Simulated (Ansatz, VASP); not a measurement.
**One calculation of PbF2, two programs**

INCAR

```
PREC = Accurate
ENCUT = 520
EDIFF = 1E-8
ISMEAR = -1
SIGMA = 0.03
LREAL = False
LASPH = True
NELM = 60
ALGO = Normal
ISIF = 2
LWAVE = False
LCHARG = False
LEFG = True
NBANDS = 21
```

KPOINTS

```
Automatic mesh
0
Gamma
  7 7 7
```

POSCAR

```
PbF2
1.0
    0.0000000000      3.0280971407      3.0280971407
    3.0280971407      0.0000000000      3.0280971407
    3.0280971407      3.0280971407      0.0000000000
Pb F
1 2
Direct
    0.0000000000      0.0000000000      0.0000000000
    0.2500000000      0.2500000000      0.2500000000
    0.7500000000      0.7500000000      0.7500000000
```

Input for Ansatz:

```yaml
crystal:
  lattice:
    - [0.0, 3.0280971407, 3.0280971407]
    - [3.0280971407, 0.0, 3.0280971407]
    - [3.0280971407, 3.0280971407, 0.0]
  atoms:
    - { symbol: Pb, position: [0.0, 0.0, 0.0] }
    - { symbol: F, position: [0.25, 0.25, 0.25] }
    - { symbol: F, position: [0.75, 0.75, 0.75] }
kpoints:
  mp_grid: { grid: [7, 7, 7] }
scf:
  occupations: { method: fermi_dirac, width: 0.03 }
hamiltonian:
  xc: lda
  pseudopotentials: { kind: paw }
output:
  forces: true
  stress: true
  eigenvalues: true
  efg: { contact_densities: true }
```

Change from the starting cell: volume scaled by 1.06, PAW files.

Alike in both runs: task electric field gradients; functional LDA; k mesh 7 × 7 × 7; occupations fermi-dirac, width 0.03 eV; no spin polarisation.

|  | VASP | Ansatz |
| --- | --- | --- |
| version | VASP 6.6.1 | Ansatz 0.2.0 |
| potentials or method | VASP PAW LDA potentials, release 64 (Pb_d, F) | PAW with Ansatz's default frozen-core files, scalar-relativistic |
| plane-wave cutoff (eV) | 520 | 420 |
| valence electrons in the cell | 28 | 28 |

VASP gave:

| Quantity | Value |
| --- | --- |
| gap on the k mesh at the Fermi level (eV) | 4.26 |
| pressure (GPa) | -8.1 |

Q: Estimate Ansatz's values.

A: gap on the k mesh at the Fermi level (eV): 4.29; pressure (GPa): -8.1.

LDA's correlation is that of Perdew and Zunger in VASP and of Perdew and Wang (1992) in Ansatz.

Neither program's run includes spin-orbit coupling.
